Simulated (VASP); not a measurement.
Set up this calculation in VASP 6.6.1, as the native input.

```
Task                   : relaxation of cell and atoms
Functional             : PBEsol
Potentials or basis    : VASP PAW PBE potentials, release 64 (I)
Cutoff                 : 500 eV
k mesh                 : 9 × 9 × 9
Occupations            : fermi-dirac, width 0.05 eV
Spin                   : no spin polarisation
Dipole correction      : no
Further INCAR settings : ALGO = Normal; EDIFF = 1e-07; IBRION = 2; EDIFFG = -0.01; NSW = 80; ISIF = 3
```

The structure of I lies in POSCAR:

```
I
1.0
   -2.0150000000      2.0150000000      2.0150000000
    2.0150000000     -2.0150000000      2.0150000000
    2.0150000000      2.0150000000     -2.0150000000
I
1
Direct
    0.0000000000      0.0000000000      0.0000000000
```

These files were run (other wordings do the same):

INCAR

```
SYSTEM = I
ALGO = Normal ; EDIFF = 1E-7
EDIFFG = -0.01 ; ENCUT = 500
GGA = PS ; GGA_COMPAT = .False.
IBRION = 2 ; ISIF = 3
ISMEAR = -1 ; LASPH = .True.
LCHARG = .False. ; LREAL = .False.
LWAVE = .False. ; NELM = 120
NELMIN = 4 ; NSW = 80
PREC = Accurate ; SIGMA = 0.05
```

KPOINTS

```
k-points
0
Gamma
  9 9 9
  0 0 0
```

Potentials or basis: VASP PAW PBE potentials, release 64 (I).

Run with:

```console
$ cat potpaw_PBE.64/I/POTCAR > POTCAR
$ mpirun -np 1 vasp_std > vasp.out
```

It gave:

The relaxed volume is 32.95 Å³/atom. The relaxed cell is a = 3.498 Å, b = 3.498 Å, c = 3.498 Å, α = 109.47°, β = 109.47°, γ = 109.47°. The space group after relaxing (to 0.1 Å) is Im-3m (No. 229), the energy gained by relaxing is 0.2 meV/atom and the ionic steps are 2. The pressure after relaxing is 0.0 GPa. The band gap on the k mesh is zero (an odd number of electrons rules out a gap without spin polarisation).

Caveat: the PAW data sets were made with another functional, which shifts forces and pressure a little; spin-orbit coupling is left out, which moves the levels of the heavy elements; an odd number of electrons without spin polarisation forces a metal; a magnetic or distorted state may lie lower.

It took 7.8 s on 1 thread of Intel(R) Xeon(R) 6975P-C (Granite Rapids), on a shared host, peak memory 0.16 GiB.
